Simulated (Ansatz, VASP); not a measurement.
# Sb: VASP beside Ansatz

```
Sb
1.0
     1.90714   -2.60510    0.00000
     1.90714    2.60510    0.00000
     0.00000    0.00000    3.54976
Sb
1
Direct
  0.00000 0.00000 0.50000
```

Alike in both runs: task single point; functional PBE; k mesh 6 × 6 × 6; occupations gaussian, width 0.1 eV; no spin polarisation.

|  | VASP | Ansatz |
| --- | --- | --- |
| version | VASP 6.6.1 | Ansatz 0.2.0 |
| potentials or method | VASP PAW PBE potentials, release 64 (Sb), cutoff 520 eV | scalar-relativistic, plane waves, PAW |
| valence electrons in the cell | 5 | 15 |

Ansatz gave:

- gap on the k mesh at the Fermi level (eV): none
- pressure (GPa): -5.5
- traceless stress, the component that is largest in VASP (GPa): 3.25

Task: What did VASP give for the same quantities?

Result: gap on the k mesh at the Fermi level (eV): none; pressure (GPa): -5.6; traceless stress, the component that is largest in VASP (GPa): 3.25.

A gap of «none» marks a metal or a gap that the smearing closes. With one functional, cell and mesh, what is left measures potentials, basis and numerics. VASP's potentials hold 5 valence electrons a cell and Ansatz's 15, so a difference there can come from the potentials and not from the codes.

Spin-orbit coupling is off throughout.
